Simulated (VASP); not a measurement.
Crystal: Ti.

```xyz
1
Lattice="-1.6410 1.6410 1.6410 1.6410 -1.6410 1.6410 1.6410 1.6410 -1.6410" Properties=species:S:1:pos:R:3 pbc="T T T"
Ti    0.0000    0.0000    0.0000
```

Base run:

```yaml
Program: VASP 6.6.1
Functional: PBEsol
Potentials_or_basis: VASP PAW PBE potentials, release 64 (Ti_sv)
Cutoff: 520 eV
k_mesh: 10 × 10 × 10
Occupations: fermi-dirac, width 0.1 eV
Spin: no spin polarisation
```

Its results: band gap on the k mesh zero (band 6 reaches 8.74 eV, above the bottom of band 7 at 7.13 eV); pressure -6.4 GPa.

Question: The run is repeated on the same cell with these changes: k mesh from 10 × 10 × 10 to 7 × 7 × 7. What comes out?

Answer: Band gap on the k mesh zero (band 6 reaches 8.73 eV, above the bottom of band 7 at 7.27 eV); pressure -6.0 GPa.

Caveats: some runs use coarse meshes; the PAW data sets were made with another functional, which shifts forces and pressure a little.
